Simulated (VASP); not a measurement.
# H4C in VASP: a series of runs, part 2 of 2

VASP 6.6.1.

## (4) Single point, PBE+D3(BJ)

INCAR reads:

```
PREC = Accurate
ENCUT = 520
EDIFF = 1E-6
ISMEAR = -1
SIGMA = 0.05
LREAL = Auto
LASPH = True
NELM = 100
ALGO = Normal
ISIF = 2
LWAVE = False
LCHARG = False
GGA = PE
IVDW = 12
NBANDS = 58
```

KPOINTS reads:

```
Automatic mesh
0
Gamma
  1 1 1
```

POSCAR reads:

```
H4C
1.0
    7.9581140000      0.0000000000      0.0000000000
    0.0000000000      7.9581140000      0.0000000000
    0.0000000000      0.0000000000      7.9581140000
C H
8 32
Direct
    0.8673411816      0.5725351509      0.8140747921
    0.4081369028      0.5355288954      0.0255085564
    1.0333729826      0.1900575940      0.2353070087
    0.8065101857      0.0973597513      0.6322603572
    0.1729806836      0.3109530725      0.6968736562
    0.2392024040      0.7850478141      0.4179005227
    0.5278888943      0.3803162408      0.4482846061
    0.5699591637      0.9437411930      0.1053013314
    0.7828488006      0.6471131225      0.7402005048
    0.9015326998      0.6514483205      0.9205447421
    0.9719513945      0.5499041607      0.7327364247
    0.7998126189      0.4638661874      0.8569869695
    0.3874787418      0.6046658794      0.1429735739
    0.3224759032      0.4325145380     -0.0016963818
    0.5470517261      0.4908952046      0.0083311197
    0.3924673610      0.6255879220     -0.0735978399
    0.9140607938      0.2630774075      0.2613307625
    1.1434870121      0.1835233826      0.3207920872
    1.0883357539      0.2388756934      0.1174901490
    1.0047606757      0.0502380338      0.2341886532
    0.7622283370      0.2025731222      0.7060215523
    0.8453887441      0.1230065314      0.5048181014
    0.7009449726      0.0072881590      0.6094660117
    0.9061066479      0.0333244786      0.7111735268
    0.2179285192      0.1964158845      0.6386186476
    0.2117587157      0.3269241933      0.8297694655
    0.0325956627      0.3173239288      0.6750217451
    0.2438140494      0.4136784168      0.6295964094
    0.3169595208      0.6702467444      0.4022812440
    0.2177525982      0.8082442649      0.5595044253
    0.1153413987      0.7529045198      0.3623094618
    0.2849795818      0.8935785539      0.3489268940
    0.5178236954      0.3346018919      0.5773101516
    0.4288076295      0.3298520227      0.3735809766
    0.6445120037      0.3275776145      0.3974434144
    0.5320481712      0.5124455367      0.4459725005
    0.6672058229      0.8609954570      0.1637196954
    0.5680491634      1.0539054856      0.1819903560
    0.4444771713      0.8943325014      0.0831352755
    0.6267314090      0.9799306720     -0.0118621070
```

Potentials or basis: VASP PAW PBE potentials, release 64 (C, H).

The run is started by

```console
$ cat potpaw_PBE.64/C/POTCAR potpaw_PBE.64/H/POTCAR > POTCAR
$ mpirun -np 1 vasp_gam > vasp.out
```

OUTCAR:

```text
PREC = Accurate
   ENCUT = 520
   EDIFF = 1E-6
   ISMEAR = -1
   LREAL = Auto
   LASPH = True
   NELM = 100
   ISIF = 2
   GGA = PE
   IVDW = 12
 IVDW          = 12

 ion  position               nearest neighbor table
   1  0.867  0.573  0.814-  11 1.07   9 1.07  12 1.07  10 1.09
   2  0.408  0.536  0.026-  16 1.07  14 1.09  13 1.10  15 1.17
   3  0.033  0.190  0.235-  19 1.11  18 1.11  17 1.13  20 1.14
   4  0.807  0.097  0.632-  22 1.08  21 1.08  23 1.12  24 1.13
   5  0.173  0.311  0.697-  25 1.08  26 1.11  28 1.13  27 1.13
   6  0.239  0.785  0.418-  32 1.09  31 1.11  29 1.11  30 1.15
   7  0.528  0.380  0.448-  36 1.05  34 1.07  33 1.09  35 1.10
   8  0.570  0.944  0.105-  38 1.07  40 1.08  39 1.09  37 1.12
   9  0.783  0.647  0.740-   1 1.07
  10  0.902  0.651  0.921-   1 1.09
  11  0.972  0.550  0.733-   1 1.07
  12  0.800  0.464  0.857-   1 1.07
  13  0.387  0.605  0.143-   2 1.10
  14  0.322  0.433  0.998-   2 1.09
[... 24 lines left out ...]
  39  0.444  0.894  0.083-   8 1.09
  40  0.627  0.980  0.988-   8 1.08

  LATTYP: Found a simple cubic cell.
 ALAT       =     7.9581140000

  Lattice vectors:

 A1 = (   7.9581140000,   0.0000000000,   0.0000000000)
 A2 = (   0.0000000000,   7.9581140000,   0.0000000000)
 A3 = (   0.0000000000,   0.0000000000,   7.9581140000)

Analysis of symmetry for initial positions (statically):
=====================================================================
 Subroutine PRICEL returns:
 Original cell was already a primitive cell.

 Routine SETGRP: Setting up the symmetry group for a
 simple cubic supercell.

 Subroutine GETGRP returns: Found  1 space group operations
 (whereof  1 operations were pure point group operations)
 out of a pool of 48 trial point group operations.

The static configuration has the point symmetry C_1 .

Analysis of symmetry for dynamics (positions and initial velocities):
=====================================================================
 Subroutine PRICEL returns:
 Original cell was already a primitive cell.

[... 183 lines left out ...]
   LORBIT       =      0    0 simple, 1 ext, 2 COOP (PROOUT), +10 PAW based schemes
   GGA     = PE    functional components
   LHFCALC =     F    Hartree Fock is set to
   AEXX    =    0.0000 exact exchange contribution
   IVDW    =    12    specifies the selected vdW correction
   LEPSILON=     F    determine dielectric tensor
   LRPA    =     F    only Hartree local field effects (RPA)
 non-spin polarized calculation
  energy-cutoff  :      520.00
  volume of cell :      504.00
 maximum number of plane-waves:      6759
 NGX is ok and might be reduce to    60
   NGX = 29   NGY = 29   NGZ = 29

 number of electron      64.0000000 magnetization

 Free energy of the ion-electron system (eV)
  ---------------------------------------------------
  ext. energy  EPLUGINS =         0.00000000
  ---------------------------------------------------
  free energy    TOTEN  =      -191.02516725 eV

  energy without entropy =     -191.02516725  energy(sigma->0) =     -191.02516725

 E-fermi :  -5.0873     XC(G=0):  -5.5088

 val. band max:       -6.2838781225   @ k =   0.0000   0.0000   0.0000
 cond. band min:       0.4754615483   @ k =   0.0000   0.0000   0.0000
 fundamental gap:      6.7593396708
 Fermi energy:        -5.0873494904

 k-point     1 :       0.0000    0.0000    0.0000
  band No.  band energies     occupation
      1     -15.3379      2.00000
      2     -15.0927      2.00000
      3     -15.0835      2.00000
      4     -14.9460      2.00000
      5     -14.9141      2.00000
      6     -14.8474      2.00000
[... 36 lines left out ...]
     43       3.8346      0.00000
     44       3.9961      0.00000
 [bands above 44 left out]

------------------------ aborting loop because EDIFF is reached ----------------------------------------

 Edisp (eV)   -1.04884

 E8    (eV) :    -0.2173

  FORCE on cell =-STRESS in cart. coord.  units (eV):
  Direction    XX          YY          ZZ          XY          YZ          ZX
  --------------------------------------------------------------------------------------
  -------------------------------------------------------------------------------------
  Total      -4.29021     2.53348    -0.15710     1.10188     0.04702    -1.16604
  in kB     -13.63826     8.05375    -0.49942     3.50280     0.14948    -3.70674
  external pressure =       -2.03 kB  Pullay stress =        0.00 kB

 VOLUME and BASIS-vectors are now :
 -----------------------------------------------------------------------------
  energy-cutoff  :      520.00
  volume of cell :      504.00
      direct lattice vectors                 reciprocal lattice vectors
     7.958114000  0.000000000  0.000000000     0.125657913  0.000000000  0.000000000
     0.000000000  7.958114000  0.000000000     0.000000000  0.125657913  0.000000000
     0.000000000  0.000000000  7.958114000     0.000000000  0.000000000  0.125657913

 POSITION                                       TOTAL-FORCE (eV/Angst)
 -----------------------------------------------------------------------------------
      6.90240      4.55630      6.47850        -0.308540      1.010207      0.242137
      3.24800      4.26180      0.20300         2.071638     -0.345480     -0.336714
      0.26559      1.51250      1.87260         0.050112     -1.066057     -0.220706
      6.41830      0.77480      5.03160        -0.192236     -1.962634      0.720657
      1.37660      2.47460      5.54580        -0.121344      1.101182     -0.548061
      1.90360      6.24750      3.32570        -1.023187     -0.823397      1.237512
[... 32 lines left out ...]
      3.53720      7.11720      0.66160         0.061256     -0.350030      0.223234
      4.98760      7.79840      7.86371         0.101058      0.250830     -0.847697
 -----------------------------------------------------------------------------------
    total drift:                                0.016158      0.006674      0.000850

  FREE ENERGIE OF THE ION-ELECTRON SYSTEM (eV)
  ---------------------------------------------------
  free  energy   TOTEN  =      -192.0740046890 eV

  energy  without entropy=     -192.0740046889  energy(sigma->0) =     -192.07400469
```

It took 2.3 min on 1 thread of AMD EPYC 7R13 (Zen 3), shared host; peak memory 0.41 GiB.

Results:

```
Free energy                : -192.0740 eV
Pressure                   : -0.2 GPa
Largest force              : 2.127 eV/Å
Band gap on the k mesh     : 6.76 eV
Dispersion energy per atom : -0.026 eV
```

Forces on the atoms (eV/Å):
```
C   -0.309  1.010  0.242
C    2.072 -0.345 -0.337
C    0.050 -1.066 -0.221
C   -0.192 -1.963  0.721
C   -0.121  1.101 -0.548
C   -1.023 -0.823  1.238
C    1.020 -1.541  0.443
C    1.179 -0.459  0.166
H   -0.797  0.490 -0.440
H    0.267 -0.005  0.259
H    0.667 -0.422 -0.082
H   -0.009 -0.743  0.124
H    0.052 -0.551  0.039
H   -0.067 -0.131  0.494
H   -1.784  0.437  0.620
H   -0.216  0.606 -0.721
H    1.311 -0.437  0.435
H   -0.783  0.987  0.486
H   -0.397 -0.503 -0.083
H   -0.186  1.055 -0.735
H   -0.196  0.494 -0.194
H    0.613  0.608 -0.107
H    0.287  0.280  0.572
H   -0.616  0.325 -0.890
H    0.224 -0.565  0.212
H   -0.494 -0.515 -0.452
H    1.364  0.115  0.346
H   -0.857 -0.436  0.264
H   -0.023  0.636  0.056
H    0.371 -0.022 -1.596
H    0.185  0.089  0.226
H    0.406  0.167  0.173
H   -0.113  0.044  0.064
H   -0.932 -0.165 -0.475
H    0.141  0.193 -0.030
H    0.013  1.484 -0.098
H   -0.950 -0.193 -0.136
H   -0.318  0.864  0.587
H    0.061 -0.350  0.223
H    0.101  0.251 -0.848
```

Caveat: the k points lie up to 0.79 Å⁻¹ apart.
